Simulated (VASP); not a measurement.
TePb:

```
Te Pb
1.0
     0.00000    3.23100    3.23100
     3.23100    0.00000    3.23100
     3.23100    3.23100    0.00000
Te Pb
1 1
Direct
  0.50000 0.50000 0.50000
  0.00000 0.00000 0.00000
```

* Program: VASP 6.6.1
* Task: relaxation of cell and atoms
* Functional: PBE
* Potentials or basis: VASP PAW PBE potentials, release 64 (Te, Pb_d)
* Cutoff: 600 eV
* k mesh: 10 × 10 × 10
* Occupations: gaussian, width 0.01 eV
* Spin: no spin polarisation

At the start: pressure 2.1 GPa; volume 33.73 Å³/atom.

**Question.** Where does the relaxation end?

**Answer.** Over 3 steps the energy falls by 10.6 meV/atom and the volume is 35.42 Å³/atom (+5.0 %); space group Fm-3m (No. 225, to 0.05 Å).

The path:
| step | energy change (eV) | largest force (eV/Å) | pressure (GPa) | volume (Å³) |
| --- | --- | --- | --- | --- |
| 1 | 0.0000 | 0.0000 | 2.09 | 67.46 |
| 2 | -0.0195 | 0.0000 | -0.55 | 71.86 |
| 3 | -0.0213 | 0.0000 | 0.00 | 70.83 |

Final structure:
```yaml
crystal:
  lattice:
    - [0.00000, 3.28400, 3.28400]
    - [3.28400, 0.00000, 3.28400]
    - [3.28400, 3.28400, 0.00000]
  atoms:
    - { symbol: Te, position: [0.50000, 0.50000, 0.50000] }
    - { symbol: Pb, position: [0.00000, 0.00000, 0.00000] }
```
